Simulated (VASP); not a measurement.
Set up this calculation in VASP 6.6.1, as the native input.

| Property | Result |
| --- | --- |
| Task | single point |
| Functional | PBE |
| Potentials or basis | VASP PAW PBE potentials, release 64 (Er_3, Cl), 4f in core |
| Cutoff | 500 eV |
| k mesh | 6 × 6 × 6 |
| Occupations | gaussian, width 0.1 eV |
| Spin | no spin polarisation |
| Dipole correction | no |
| Mended | yes |
| Further INCAR settings | ALGO = Normal; EDIFF = 1e-06; NBANDS = 15 |

The structure of ErCl lies in POSCAR:

```
ErCl
1.0
    0.0000000000      2.7656275464      2.7656275464
    2.7656275464      0.0000000000      2.7656275464
    2.7656275464      2.7656275464      0.0000000000
Er Cl
1 1
Direct
    0.0000000000      0.0000000000      0.0000000000
    0.5000000000      0.5000000000      0.5000000000
```

The cell was built from a structure type or drawn by symmetry, and may not be a known phase.

These files were run (other wordings do the same):

INCAR

```
PREC = Accurate ; ENCUT = 500
EDIFF = 1E-6 ; ISMEAR = 0
SIGMA = 0.1 ; LREAL = F
LASPH = T ; NELM = 200
ALGO = Normal ; ISIF = 2
LWAVE = F ; LCHARG = T
GGA = PE ; LELF = T
LVHAR = T ; NBANDS = 15
GGA_COMPAT = F ; LMAXMIX = 6
```

KPOINTS

```
regular mesh
0
Gamma
  6 6 6
```

Potentials or basis: VASP PAW PBE potentials, release 64 (Er_3, Cl), 4f in core.

Run with:

```bash
$ cat potpaw_PBE.64/Er_3/POTCAR potpaw_PBE.64/Cl/POTCAR > POTCAR
$ mpirun -np 1 vasp_std > vasp.out
```

It gave:

```json
{"Pressure": "0.1 GPa", "Band gap on the k mesh": "zero (bands 8 and 9 overlap by 1.79 eV)"}
```

Caveat: spin-orbit coupling is left out, which moves the levels of the heavy elements; the 4f electrons are frozen in the core, so they carry no moment and show no levels; the run has no spin polarisation, though such a crystal can be magnetic.

Run time: 9.9 s on 1 thread of Intel(R) Xeon(R) Platinum 8488C (Sapphire Rapids), with other jobs on the host, peak memory 0.17 GiB.
